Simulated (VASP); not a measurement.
# TiC (Fm-3m) in VASP: notebook

The runs below take TiC through single point, with PBEsol.

Program: VASP 6.6.1. These are calculated values, not measurements. Logs are shortened: lines on timing, memory, paths and dates and some standing lists are left out, and cuts for length are marked.

## Step 1: The cell of the first run

Symmetry: Fm-3m, No. 225, cubic system. Conventional cell: a = 4.314 Å, b = 4.314 Å, c = 4.314 Å, α = 90.00°, β = 90.00°, γ = 90.00°. Within 2.9 Å of Ti (site symmetry m-3m) lie 6 C at 2.16 Å. C (site symmetry m-3m) has 6 Ti at 2.16 Å within 2.9 Å.

## Step 2: Single point, PBEsol (10.03 Å³/atom)

INCAR reads:

```
SYSTEM = TiC
ALGO = Normal ; EDIFF = 1E-6
ENCUT = 520 ; GGA = PS
ISIF = 2 ; ISMEAR = -1
LASPH = .True. ; LCHARG = .True.
LELF = .True. ; LREAL = .False.
LVHAR = .True. ; LWAVE = .False.
NBANDS = 15 ; NELM = 100
PREC = Accurate ; SIGMA = 0.03
```

KPOINTS reads:

```
k-points
0
Gamma
  14 14 14
  0 0 0
```

POSCAR reads:

```
TiC
1.0
    0.0000000000      2.1567624877      2.1567624877
    2.1567624877      0.0000000000      2.1567624877
    2.1567624877      2.1567624877      0.0000000000
Ti C
1 1
Direct
    0.0000000000      0.0000000000      0.0000000000
    0.5000000000      0.5000000000      0.5000000000
```

Potentials or basis: VASP PAW PBE potentials, release 64 (Ti_sv, C).

Started as:

```bash
$ cat potpaw_PBE.64/Ti_sv/POTCAR potpaw_PBE.64/C/POTCAR > POTCAR
$ mpirun -np 1 vasp_std > vasp.out
```

OUTCAR:

```text
SYSTEM = TiC
   EDIFF = 1E-6
   ENCUT = 520
   GGA = PS
   ISIF = 2
   ISMEAR = -1
   LASPH = .True.
   LREAL = .False.
   NELM = 100
   PREC = Accurate

 ion  position               nearest neighbor table
   1  0.000  0.000  0.000-   2 2.16   2 2.16   2 2.16   2 2.16   2 2.16   2 2.16
   2  0.500  0.500  0.500-   1 2.16   1 2.16   1 2.16   1 2.16   1 2.16   1 2.16

  LATTYP: Found a face centered cubic cell.
 ALAT       =     4.3135249754

  Lattice vectors:

 A1 = (   0.0000000000,   2.1567624877,   2.1567624877)
 A2 = (   2.1567624877,   0.0000000000,   2.1567624877)
 A3 = (   2.1567624877,   2.1567624877,   0.0000000000)

Analysis of symmetry for initial positions (statically):
=====================================================================
 Subroutine PRICEL returns:
 Original cell was already a primitive cell.

 Routine SETGRP: Setting up the symmetry group for a
 face centered cubic supercell.

 Subroutine GETGRP returns: Found 48 space group operations
 (whereof 48 operations were pure point group operations)
 out of a pool of 48 trial point group operations.

The static configuration has the point symmetry O_h .

Analysis of symmetry for dynamics (positions and initial velocities):
=====================================================================
 Subroutine PRICEL returns:
 Original cell was already a primitive cell.

 Routine SETGRP: Setting up the symmetry group for a
 face centered cubic supercell.

 Subroutine GETGRP returns: Found 48 space group operations
 (whereof 48 operations were pure point group operations)
 out of a pool of 48 trial point group operations.

The dynamic configuration has the point symmetry O_h .

 Subroutine INISYM returns: Found 48 space group operations
 (whereof 48 operations are pure point group operations),
 and found     1 'primitive' translations

----------------------------------------------------------------------------------------

                                     Primitive cell

  volume of cell :      20.0649

  direct lattice vectors                    reciprocal lattice vectors
     0.000000000  2.156762488  2.156762488    -0.231828958  0.231828958  0.231828958
     2.156762488  0.000000000  2.156762488     0.231828958 -0.231828958  0.231828958
     2.156762488  2.156762488  0.000000000     0.231828958  0.231828958 -0.231828958

  length of vectors
     3.050122761  3.050122761  3.050122761     0.401539534  0.401539534  0.401539534

  position of ions in fractional coordinates (direct lattice)
     0.000000000  0.000000000  0.000000000
     0.500000000  0.500000000  0.500000000

  ion indices of the primitive-cell ions
   primitive index   ion index
                 1           1
                 2           2

----------------------------------------------------------------------------------------

 KPOINTS: k-points

Automatic generation of k-mesh.
 Grid dimensions read from file:
 generate k-points for:   14   14   14

 Generating k-lattice:

  Cartesian coordinates                     Fractional coordinates (reciprocal lattice)
    -0.016559211  0.016559211  0.016559211     0.071428571  0.000000000  0.000000000
     0.016559211 -0.016559211  0.016559211     0.000000000  0.071428571  0.000000000
     0.016559211  0.016559211 -0.016559211     0.000000000  0.000000000  0.071428571

  Length of vectors
     0.028681395  0.028681395  0.028681395

  Shift w.r.t. Gamma in fractional coordinates (k-lattice)
     0.000000000  0.000000000  0.000000000

 Subroutine IBZKPT returns following result:
 ===========================================

 Found    104 irreducible k-points:

 Following reciprocal coordinates:
            Coordinates               Weight
  0.000000  0.000000  0.000000      1.000000
  0.071429  0.000000  0.000000      8.000000
  0.142857  0.000000  0.000000      8.000000
  0.214286  0.000000  0.000000      8.000000
  0.285714  0.000000  0.000000      8.000000
  0.357143  0.000000  0.000000      8.000000
[... 16 lines left out ...]
  0.214286  0.142857  0.000000     24.000000
  0.285714  0.142857  0.000000     24.000000
 [... further k-points ...]
   k-points           NKPTS =    104   k-points in BZ     NKDIM =    104   number of bands    NBANDS=     15
   number of dos      NEDOS =    301   number of ions     NIONS =      2
   total plane-waves  NPLWV =  13824
   dimension x,y,z NGX =    24 NGY =   24 NGZ =   24
   dimension x,y,z NGXF=    48 NGYF=   48 NGZF=   48
   ions per type =               1   1
   NGX,Y,Z   is equivalent  to a cutoff of  13.08, 13.08, 13.08 a.u.
   NGXF,Y,Z  is equivalent  to a cutoff of  26.16, 26.16, 26.16 a.u.
 SYSTEM =  TiC
   PREC   = accura    normal or accurate (medium, high low for compatibility)
   ISTART =      0    job   : 0-new  1-cont  2-samecut
   ICHARG =      2    charge: 1-file 2-atom 10-const
   ISPIN  =      1    spin polarized calculation?
   LNONCOLLINEAR =      F non collinear calculations
   LSORBIT =      F    spin-orbit coupling
   LASPH  =      T    aspherical Exc in radial PAW
   ENCUT  =  520.0 eV  38.22 Ry    6.18 a.u.   5.67  5.67  5.67*2*pi/ulx,y,z
   NELM   =    100;   NELMIN=  2; NELMDL= -5     # of ELM steps
   EDIFF  = 0.1E-05   stopping-criterion for ELM
   LREAL  =      F    real-space projection
[... 7 lines left out ...]
   TEBEG  =    0.0;   TEEND  =   0.0 temperature during run
   PSTRESS=    0.0 pullay stress
   NELECT =      16.0000    total number of electrons
   NUPDOWN=      -1.0000    fix difference up-down
   EMIN   =  10.00;   EMAX   =-10.00  energy-range for DOS
   EFERMI =   0.00;   METHOD = LEGACY
   ISMEAR =    -1;   SIGMA  =   0.03  broadening in eV -4-tet -1-fermi 0-gaus
   EFERMI_NEDOS =   21; number of points for ismear=-14 and -15
   IALGO  =     38    algorithm
   IMIX   =      4    mixing-type and parameters
     AMIX     =   0.40;   BMIX     =  1.00
     AMIX_MAG =   1.60;   BMIX_MAG =  1.00
  volume/ion in A,a.u.               =      10.03        67.70
  Fermi-wavevector in a.u.,A,eV,Ry     =   1.518107  2.868807 31.356669  2.304650
  Thomas-Fermi vector in A             =   2.627273
   LORBIT       =      0    0 simple, 1 ext, 2 COOP (PROOUT), +10 PAW based schemes
   GGA     = PS    functional components
   LHFCALC =     F    Hartree Fock is set to
   AEXX    =    0.0000 exact exchange contribution
   IVDW    =     0    specifies the selected vdW correction
   LEPSILON=     F    determine dielectric tensor
   LRPA    =     F    only Hartree local field effects (RPA)
 non-spin polarized calculation
  energy-cutoff  :      520.00
  volume of cell :       20.06
 maximum number of plane-waves:       552
   NGX = 11   NGY = 11   NGZ = 11

 number of electron      16.0000002 magnetization

 Free energy of the ion-electron system (eV)
  ---------------------------------------------------
  ext. energy  EPLUGINS =         0.00000000
  ---------------------------------------------------
  free energy    TOTEN  =       -19.79962895 eV

  energy without entropy =      -19.79869120  energy(sigma->0) =      -19.79916008

 E-fermi :   9.4427     XC(G=0): -12.9245

 val. band max:        9.4405731860   @ k =   0.3571   0.2857   0.0000
 cond. band min:       9.4991215608   @ k =   0.4286   0.3571   0.0000
 fundamental gap:      0.0585483748
 Fermi energy:         9.4427455074

 k-point     1 :       0.0000    0.0000    0.0000
  band No.  band energies     occupation
      1     -46.8456      2.00000
      2     -22.9655      2.00000
      3     -22.9655      2.00000
      4     -22.9655      2.00000
      5      -2.9771      2.00000
      6      10.1160      0.00000
      7      10.1160      0.00000
      8      10.1160      0.00000
      9      11.1689      0.00000
     10      11.1689      0.00000
     11      11.1689      0.00000
     12      11.2007      0.00000
     13      11.2007      0.00000
     14      20.1085      0.00000
     15      23.4237      0.00000

 k-point     2 :       0.0714    0.0000    0.0000
  band No.  band energies     occupation
      1     -46.8417      2.00000
      2     -22.9929      2.00000
      3     -22.9681      2.00000
      4     -22.9681      2.00000
      5      -2.8590      2.00000
      6       9.5664      0.03192
      7       9.8349      0.00000
      8       9.8349      0.00000
      9      10.4624      0.00000
     10      10.4624      0.00000
     11      11.4522      0.00000
     12      12.3612      0.00000
     13      12.3612      0.00000
     14      20.3130      0.00000
     15      23.4844      0.00000

 k-point     3 :       0.1429    0.0000    0.0000
  band No.  band energies     occupation
      1     -46.8308      2.00000
      2     -23.0689      2.00000
      3     -22.9752      2.00000
      4     -22.9752      2.00000
      5      -2.5143      2.00000
      6       8.5098      2.00000
      7       8.9325      2.00000
      8       8.9325      2.00000
      9      10.6218      0.00000
     10      10.6218      0.00000
     11      11.8183      0.00000
     12      13.6023      0.00000
     13      13.6023      0.00000
     14      20.7639      0.00000
     15      23.5316      0.00000

 k-point     4 :       0.2143    0.0000    0.0000
  band No.  band energies     occupation
      1     -46.8149      2.00000
      2     -23.1773      2.00000
      3     -22.9855      2.00000
      4     -22.9855      2.00000
      5      -1.9713      2.00000
      6       7.2982      2.00000
      7       8.0936      2.00000
      8       8.0936      2.00000
      9      10.9974      0.00000
     10      10.9974      0.00000
     11      12.1462      0.00000
     12      14.8260      0.00000
     13      14.8260      0.00000
     14      20.8977      0.00000
     15      23.6521      0.00000
[... 307 lines left out ...]
 k-point    22 :       0.1429    0.1429    0.0000
  band No.  band energies     occupation
      1     -46.8258      2.00000
      2     -23.0608      2.00000
      3     -22.9994      2.00000
      4     -22.9994      2.00000
      5      -2.3867      2.00000
      6       7.7532      2.00000
      7       9.3356      1.94530
      8       9.3356      1.94530
      9       9.5695      0.02881
     10      11.3813      0.00000
     11      12.4274      0.00000
     12      12.4274      0.00000
     13      14.3220      0.00000
     14      21.1994      0.00000
     15      23.7463      0.00000

 k-point    23 :       0.2143    0.1429    0.0000
  band No.  band energies     occupation
      1     -46.8140      2.00000
      2     -23.1304      2.00000
      3     -23.0155      2.00000
      4     -23.0096      2.00000
      5      -2.0207      2.00000
      6       6.9964      2.00000
      7       8.6133      2.00000
      8       8.9480      2.00000
      9       9.8312      0.00000
     10      11.4724      0.00000
     11      12.7159      0.00000
     12      13.1369      0.00000
     13      15.0810      0.00000
     14      21.6860      0.00000
     15      23.7571      0.00000

 k-point    24 :       0.2857    0.1429    0.0000
  band No.  band energies     occupation
      1     -46.7986      2.00000
      2     -23.2272      2.00000
      3     -23.0301      2.00000
      4     -23.0211      2.00000
      5      -1.4947      2.00000
      6       6.2491      2.00000
      7       7.7683      2.00000
      8       8.3260      2.00000
      9      10.2567      0.00000
     10      11.7813      0.00000
     11      12.9146      0.00000
     12      14.0588      0.00000
     13      15.9558      0.00000
     14      21.6903      0.00000
     15      23.8119      0.00000

 [... further k-points ...]

------------------------ aborting loop because EDIFF is reached ----------------------------------------

  FORCE on cell =-STRESS in cart. coord.  units (eV):
  Direction    XX          YY          ZZ          XY          YZ          ZX
  --------------------------------------------------------------------------------------
  -------------------------------------------------------------------------------------
  Total       -0.4280152     -0.4280152     -0.4280152     -0.0000000      0.0000000     -0.0000000
  in kB      -34.1769095    -34.1769095    -34.1769095     -0.0000000      0.0000000     -0.0000000
  external PRESSURE =     -34.1769095 kB  Pullay stress =       0.0000000 kB

 VOLUME and BASIS-vectors are now :
 -----------------------------------------------------------------------------
  energy-cutoff  :      520.00
  volume of cell :       20.06
      direct lattice vectors                 reciprocal lattice vectors
     0.000000000  2.156762488  2.156762488    -0.231828958  0.231828958  0.231828958
     2.156762488  0.000000000  2.156762488     0.231828958 -0.231828958  0.231828958
     2.156762488  2.156762488  0.000000000     0.231828958  0.231828958 -0.231828958

 POSITION                                       TOTAL-FORCE (eV/Angst)
 -----------------------------------------------------------------------------------
      0.00000      0.00000      0.00000        -0.000000     -0.000000      0.000000
      2.15676      2.15676      2.15676         0.000000      0.000000     -0.000000
 -----------------------------------------------------------------------------------
    total drift:                                0.000000     -0.000000     -0.000000

  FREE ENERGIE OF THE ION-ELECTRON SYSTEM (eV)
  ---------------------------------------------------
  free  energy   TOTEN  =       -19.7996289521 eV

  energy  without entropy=      -19.7986911982  energy(sigma->0) =      -19.79916008
```

It took 51 s on 1 thread of AMD EPYC 7R13, shared host; peak memory 0.13 GiB.

Results:

```
Free energy            : -19.7996 eV
Pressure               : -3.4 GPa
Band gap on the k mesh : zero (bands 8 and 9 overlap by 1.07 eV)
```

Levels at points of the mesh, in eV from the Fermi level:
```tsv
k point	band 5	band 6	band 7	band 8	band 9	band 10	band 11	band 12
(0.00, 0.00, 0.00)	-12.42	0.67	0.67	0.67	1.73	1.73	1.73	1.76
(0.50, 0.00, 0.00)	-8.84	-5.93	-2.93	-2.93	2.97	2.97	4.18	8.23
(0.50, 0.50, 0.00)	-10.10	-3.44	-1.70	-0.01	-0.01	2.79	3.59	3.59
```

Caveat: the cell stands under tension; the PAW data sets were made with another functional, which shifts forces and pressure a little.

## Step 3: Single point, PBEsol (10.24 Å³/atom)

This run uses another cell than the first one, of 10.24 Å³/atom.

INCAR reads:

```
  PREC = Accurate
  ENCUT = 520
  EDIFF = 1E-7
  ISMEAR = -1
  SIGMA = 0.03
  LREAL = F
  LASPH = T
  NELM = 60
  ALGO = Normal
  ISIF = 2
  LWAVE = F
  LCHARG = T
  GGA = PS
  LELF = T
  LVHAR = T
  NBANDS = 15
```

KPOINTS reads:

```
Automatic mesh
0
Gamma
  14 14 14
```

POSCAR reads:

```
TiC
1.0
    0.0000000000      2.1711894216      2.1711894216
    2.1711894216      0.0000000000      2.1711894216
    2.1711894216      2.1711894216      0.0000000000
Ti C
1 1
Direct
    0.0000000000      0.0000000000      0.0000000000
    0.5000000000      0.5000000000      0.5000000000
```

Potentials or basis: VASP PAW PBE potentials, release 64 (Ti_sv, C).

Started as:

```bash
$ cat potpaw_PBE.64/Ti_sv/POTCAR potpaw_PBE.64/C/POTCAR > POTCAR
$ mpirun -np 1 vasp_std > vasp.out
```

Run time: 58 s. Hardware: 1 thread of AMD EPYC 7R13, shared host; peak memory 0.13 GiB.

It converged, with:

```
Free energy            : -19.7850 eV
Pressure               : -8.3 GPa
Band gap on the k mesh : zero (bands 8 and 9 overlap by 1.06 eV)
```

Levels at points of the mesh, in eV from the Fermi level:
| k point | band 6 | band 7 | band 8 | band 9 | band 10 | band 11 |
| --- | --- | --- | --- | --- | --- | --- |
| (0.00, 0.00, 0.00) | 0.67 | 0.67 | 0.67 | 1.70 | 1.70 | 1.70 |
| (0.50, 0.00, 0.00) | -5.83 | -2.86 | -2.86 | 2.90 | 2.90 | 4.07 |
| (0.50, 0.50, 0.00) | -3.43 | -1.64 | -0.02 | -0.02 | 2.71 | 3.49 |

Caveat: the cell stands under tension; the PAW data sets were made with another functional, which shifts forces and pressure a little.
